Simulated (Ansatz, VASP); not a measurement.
## One calculation of C, two programs

INCAR

```
PREC = Accurate ; ENCUT = 520
EDIFF = 1E-7 ; ISMEAR = 0
SIGMA = 0.15 ; LREAL = False
LASPH = True ; NELM = 60
ALGO = Normal ; ISIF = 2
LWAVE = False ; LCHARG = False
GGA = PE ; IVDW = 12
NBANDS = 16
```

KPOINTS

```
regular mesh
0
Gamma
  18 12 10
```

Contents of POSCAR:

```
C
1.0
   -2.4646600698      0.0000000000      0.0000000000
    0.0000000000      0.0000000000     -3.5719696368
    0.0000000000     -4.2689164642      0.0000000000
C
4
Direct
    0.5000000000      0.0000000000      0.1722887022
    0.0000000000      0.0000000000      0.6610446312
    0.0000000000      0.0000000000      0.3277112978
    0.5000000000      0.0000000000      0.8389553688
```

Input for Ansatz:

```yaml
crystal:
  lattice:
    - [-2.4646600698, 0.0, 0.0]
    - [0.0, 0.0, -3.5719696368]
    - [0.0, -4.2689164642, 0.0]
  atoms:
    - { symbol: C, position: [0.5, 0.0, 0.1722887022] }
    - { symbol: C, position: [0.0, 0.0, 0.6610446312] }
    - { symbol: C, position: [0.0, 0.0, 0.3277112978] }
    - { symbol: C, position: [0.5, 0.0, 0.8389553688] }
basis:
  ecutwfc: 520.0
kpoints:
  mp_grid: { grid: [18, 12, 10] }
hamiltonian:
  xc: pbe
  pseudopotentials: { kind: paw, azcp: { folder: soft_1 } }
  dispersion: d3bj
scf:
  occupations: { method: gaussian, width: 0.15 }
output:
  forces: true
  stress: true
  eigenvalues: true
```

Change from the starting cell: mode 8 frozen in at -0.024 Å and mode 12 at +0.000 Å (largest displacements).

Alike in both runs: task single point; functional PBE; dispersion D3(BJ); k mesh 18 × 12 × 10; occupations gaussian, width 0.15 eV; no spin polarisation.

|  | VASP | Ansatz |
| --- | --- | --- |
| version | VASP 6.6.1 | Ansatz 0.2.0 |
| potentials or method | VASP PAW PBE potentials, release 64 (C), cutoff 520 eV | scalar-relativistic, plane waves, PAW |
| valence electrons in the cell | 16 | 16 |

Ansatz gave:

```
gap on the k mesh at the Fermi level (eV)                     : none
pressure (GPa)                                                : 0.4
traceless stress, the component that is largest in VASP (GPa) : 0.86
rms of the force components (eV/Å)                            : 1.098
```

Problem. Estimate VASP's values.

Solution. gap on the k mesh at the Fermi level (eV): none; pressure (GPa): 0.8; traceless stress, the component that is largest in VASP (GPa): 1.09; rms of the force components (eV/Å): 1.095.

Atom by atom the forces differ by 0.002 eV/Å (rms over components). A gap of «none» marks a metal or a gap that the smearing closes.
